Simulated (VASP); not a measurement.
# S (P6_3/mmc) in VASP: a series of runs, part 2 of 2

VASP 6.6.1.

### Step 3. Single point, PBE

The input, INCAR:

```
PREC = Accurate
ENCUT = 520
EDIFF = 1E-7
ISMEAR = -1
SIGMA = 0.08
LREAL = False
LASPH = True
NELM = 60
ALGO = Normal
ISIF = 2
LWAVE = False
LCHARG = False
GGA = PE
NBANDS = 13
```

The input, KPOINTS:

```
Automatic mesh
0
Gamma
  18 18 10
```

The input, POSCAR:

```
S
1.0
    2.6097312274      0.0000000000      0.0000000000
   -1.3048656137      2.2600935400      0.0000000000
    0.0000000000      0.0000000000      3.3132452837
S
2
Direct
    0.3333333333      0.6666666667      0.2500000000
    0.6666666667      0.3333333333      0.7500000000
```

Potentials or basis: VASP PAW PBE potentials, release 64 (S).

Run with:

```bash
cat potpaw_PBE.64/S/POTCAR > POTCAR
mpirun -np 1 vasp_std > vasp.out
```

OUTCAR:

```text
PREC = Accurate
   ENCUT = 520
   EDIFF = 1E-7
   ISMEAR = -1
   LREAL = False
   LASPH = True
   NELM = 60
   ISIF = 2
   GGA = PE

 ion  position               nearest neighbor table
   1  0.333  0.667  0.250-   2 2.24   2 2.24   2 2.24   2 2.24   2 2.24   2 2.24
   2  0.667  0.333  0.750-   1 2.24   1 2.24   1 2.24   1 2.24   1 2.24   1 2.24

  LATTYP: Found a hexagonal cell.
 ALAT       =     2.6097312274
 C/A-ratio  =     1.2695733756

  Lattice vectors:

 A1 = (   2.6097312274,   0.0000000000,   0.0000000000)
 A2 = (  -1.3048656137,   2.2600935400,   0.0000000000)
 A3 = (   0.0000000000,   0.0000000000,   3.3132452837)

Analysis of symmetry for initial positions (statically):
=====================================================================
 Subroutine PRICEL returns:
 Original cell was already a primitive cell.

 Routine SETGRP: Setting up the symmetry group for a
 hexagonal supercell.

 Subroutine GETGRP returns: Found 24 space group operations
 (whereof 12 operations were pure point group operations)
 out of a pool of 24 trial point group operations.

The static configuration has the point symmetry D_3d.
 The point group associated with its full space group is D_6h.

Analysis of symmetry for dynamics (positions and initial velocities):
=====================================================================
 Subroutine PRICEL returns:
 Original cell was already a primitive cell.

 Routine SETGRP: Setting up the symmetry group for a
 hexagonal supercell.

 Subroutine GETGRP returns: Found 24 space group operations
 (whereof 12 operations were pure point group operations)
 out of a pool of 24 trial point group operations.

The dynamic configuration has the point symmetry D_3d.
 The point group associated with its full space group is D_6h.

 Subroutine INISYM returns: Found 24 space group operations
 (whereof 12 operations are pure point group operations),
 and found     1 'primitive' translations

----------------------------------------------------------------------------------------

                                     Primitive cell

  volume of cell :      19.5423

  direct lattice vectors                    reciprocal lattice vectors
     2.609731227  0.000000000  0.000000000     0.383181222  0.221229781  0.000000000
    -1.304865614  2.260093540  0.000000000     0.000000000  0.442459563  0.000000000
     0.000000000  0.000000000  3.313245284     0.000000000  0.000000000  0.301818886

  length of vectors
     2.609731227  2.609731227  3.313245284     0.442459563  0.442459563  0.301818886

  position of ions in fractional coordinates (direct lattice)
     0.333333333  0.666666667  0.250000000
     0.666666667  0.333333333  0.750000000

  ion indices of the primitive-cell ions
   primitive index   ion index
                 1           1
                 2           2

----------------------------------------------------------------------------------------

 KPOINTS: Automatic mesh

Automatic generation of k-mesh.
 Grid dimensions read from file:
 generate k-points for:   18   18   10

 Generating k-lattice:

[... 23 lines left out ...]
  0.277778  0.000000  0.000000      6.000000
[... 16 lines left out ...]
  0.333333  0.111111  0.000000     12.000000
  0.388889  0.111111  0.000000     12.000000
 [... further k-points ...]
   k-points           NKPTS =    222   k-points in BZ     NKDIM =    222   number of bands    NBANDS=     13
   number of dos      NEDOS =    301   number of ions     NIONS =      2
   total plane-waves  NPLWV =  11200
   dimension x,y,z NGX =    20 NGY =   20 NGZ =   28
   dimension x,y,z NGXF=    40 NGYF=   40 NGZF=   56
   ions per type =               2
   NGX,Y,Z   is equivalent  to a cutoff of  12.74, 12.74, 14.05 a.u.
   NGXF,Y,Z  is equivalent  to a cutoff of  25.48, 25.48, 28.10 a.u.
 SYSTEM =  unknown system
   PREC   = accura    normal or accurate (medium, high low for compatibility)
   ISTART =      0    job   : 0-new  1-cont  2-samecut
   ICHARG =      2    charge: 1-file 2-atom 10-const
   ISPIN  =      1    spin polarized calculation?
   LNONCOLLINEAR =      F non collinear calculations
   LSORBIT =      F    spin-orbit coupling
   LASPH  =      T    aspherical Exc in radial PAW
   ENCUT  =  520.0 eV  38.22 Ry    6.18 a.u.   4.85  4.85  6.16*2*pi/ulx,y,z
   NELM   =     60;   NELMIN=  2; NELMDL= -5     # of ELM steps
   EDIFF  = 0.1E-06   stopping-criterion for ELM
   LREAL  =      F    real-space projection
   EDIFFG = 0.1E-05   stopping-criterion for IOM
   NSW    =      0    number of steps for IOM
   IBRION =     -1    ionic relax: 0-MD 1-quasi-New 2-CG
   NFREE  =      0    steps in history (QN), initial steepest desc. (CG)
   ISIF   =      2    stress and relaxation
   ISYM   =      2    0-nonsym 1-usesym 2-fastsym
   POTIM  = 0.5000    time-step for ionic-motion
   TEBEG  =    0.0;   TEEND  =   0.0 temperature during run
   PSTRESS=    0.0 pullay stress
   NELECT =      12.0000    total number of electrons
   NUPDOWN=      -1.0000    fix difference up-down
   EMIN   =  10.00;   EMAX   =-10.00  energy-range for DOS
   EFERMI =   0.00;   METHOD = LEGACY
   ISMEAR =    -1;   SIGMA  =   0.08  broadening in eV -4-tet -1-fermi 0-gaus
   EFERMI_NEDOS =   21; number of points for ismear=-14 and -15
   IALGO  =     38    algorithm
   IMIX   =      4    mixing-type and parameters
     AMIX     =   0.40;   BMIX     =  1.00
     AMIX_MAG =   1.60;   BMIX_MAG =  1.00
  volume/ion in A,a.u.               =       9.77        65.94
  Fermi-wavevector in a.u.,A,eV,Ry     =   1.391479  2.629514 26.343788  1.936214
  Thomas-Fermi vector in A             =   2.515314
   LORBIT       =      0    0 simple, 1 ext, 2 COOP (PROOUT), +10 PAW based schemes
   GGA     = PE    functional components
   LHFCALC =     F    Hartree Fock is set to
   AEXX    =    0.0000 exact exchange contribution
   IVDW    =     0    specifies the selected vdW correction
   LEPSILON=     F    determine dielectric tensor
   LRPA    =     F    only Hartree local field effects (RPA)
 non-spin polarized calculation
  energy-cutoff  :      520.00
  volume of cell :       19.54
 maximum number of plane-waves:       541
 NGX is ok and might be reduce to    20
   NGX =  9   NGY =  9   NGZ = 13

 number of electron      12.0000000 magnetization

 Free energy of the ion-electron system (eV)
  ---------------------------------------------------
  ext. energy  EPLUGINS =         0.00000000
  ---------------------------------------------------
  free energy    TOTEN  =        -3.44406762 eV

  energy without entropy =       -3.42969232  energy(sigma->0) =       -3.43687997

 E-fermi :  16.4688     XC(G=0): -13.5115

 val. band max:       16.4644331575   @ k =   0.2778   0.0000   0.4000
 cond. band min:      16.4831161441   @ k =   0.1111   0.0000   0.4000
 fundamental gap:      0.0186829867
 Fermi energy:        16.4687854651

 k-point     1 :       0.0000    0.0000    0.0000
  band No.  band energies     occupation
      1      -7.1083      2.00000
      2       4.9091      2.00000
      3       5.7881      2.00000
      4      15.4073      2.00000
      5      15.4073      2.00000
      6      19.3226      0.00000
      7      19.3226      0.00000
      8      21.9315      0.00000
      9      25.2658      0.00000
     10      28.1429      0.00000
     11      28.1954      0.00000
     12      28.1954      0.00000
     13      29.0719      0.00000
[... 354 lines left out ...]
  band No.  band energies     occupation
      1      -1.9278      2.00000
      2       1.6598      2.00000
      3       8.9271      2.00000
      4       9.5093      2.00000
      5      11.4230      2.00000
      6      13.4845      2.00000
      7      14.0761      2.00000
      8      19.5122      0.00000
      9      19.8235      0.00000
     10      22.5841      0.00000
     11      30.3968      0.00000
     12      30.6658      0.00000
     13      33.5681      0.00000

 [... further k-points ...]

------------------------ aborting loop because EDIFF is reached ----------------------------------------

  FORCE on cell =-STRESS in cart. coord.  units (eV):
  Direction    XX          YY          ZZ          XY          YZ          ZX
  --------------------------------------------------------------------------------------
  -------------------------------------------------------------------------------------
  Total       13.2337709     13.2337709     13.2165622     -0.0000000      0.0000000      0.0000000
  in kB     1084.9716986   1084.9716987   1083.5608386     -0.0000000      0.0000000      0.0000000
  external PRESSURE =    1084.5014120 kB  Pullay stress =       0.0000000 kB

 VOLUME and BASIS-vectors are now :
 -----------------------------------------------------------------------------
  energy-cutoff  :      520.00
  volume of cell :       19.54
      direct lattice vectors                 reciprocal lattice vectors
     2.609731227  0.000000000  0.000000000     0.383181222  0.221229781  0.000000000
    -1.304865614  2.260093540  0.000000000     0.000000000  0.442459563  0.000000000
     0.000000000  0.000000000  3.313245284     0.000000000  0.000000000  0.301818886

 POSITION                                       TOTAL-FORCE (eV/Angst)
 -----------------------------------------------------------------------------------
     -0.00000      1.50673      0.82831        -0.000000      0.000000      0.000000
      1.30487      0.75336      2.48493         0.000000     -0.000000      0.000000
 -----------------------------------------------------------------------------------
    total drift:                               -0.000000      0.000000     -0.000000

  FREE ENERGIE OF THE ION-ELECTRON SYSTEM (eV)
  ---------------------------------------------------
  free  energy   TOTEN  =        -3.4440676203 eV

  energy  without entropy=       -3.4296923185  energy(sigma->0) =       -3.43687997
```

OSZICAR:

```text
N       E                     dE             d eps       ncg     rms          rms(c)
DAV:   1     0.440064781222E+02    0.44006E+02   -0.61657E+03  5785   0.866E+02
DAV:   2    -0.184357200616E+01   -0.45850E+02   -0.43157E+02  7843   0.158E+02
DAV:   3    -0.343732607272E+01   -0.15938E+01   -0.15775E+01  7599   0.279E+01
DAV:   4    -0.344502704476E+01   -0.77010E-02   -0.76921E-02  6805   0.225E+00
DAV:   5    -0.344507439179E+01   -0.47347E-04   -0.47341E-04  7709   0.158E-01    0.322E+01
DAV:   6    -0.344298707995E+01    0.20873E-02   -0.34189E-03  6956   0.392E-01    0.193E+01
DAV:   7    -0.344406457832E+01   -0.10775E-02   -0.69162E-03  7271   0.593E-01    0.801E-02
DAV:   8    -0.344406565782E+01   -0.10795E-05   -0.37204E-04  7072   0.145E-01    0.519E-02
DAV:   9    -0.344406665833E+01   -0.10005E-05   -0.41352E-05  7101   0.444E-02    0.112E-02
DAV:  10    -0.344406734345E+01   -0.68512E-06   -0.17555E-06  7180   0.108E-02    0.782E-03
DAV:  11    -0.344406760192E+01   -0.25847E-06   -0.34570E-07  6963   0.498E-03    0.523E-03
DAV:  12    -0.344406762030E+01   -0.18385E-07   -0.41639E-09  3856   0.506E-04
   1 F= -.34440676E+01 E0= -.34368800E+01  d E =-.143753E-01
```

Run time: 28 s. Hardware: 1 thread of Intel Xeon Platinum 8488C (Sapphire Rapids), shared host; peak memory 0.15 GiB.

Results:

```yaml
Free_energy: -3.4441 eV
Pressure: 108.5 GPa
Band_gap_on_the_k_mesh: zero (bands 6 and 7 overlap by 6.29 eV)
```

Stress tensor (GPa, compression positive):
```
108.50   0.00   0.00
  0.00 108.50   0.00
  0.00   0.00 108.36
```

Caveat: the cell stands under pressure.
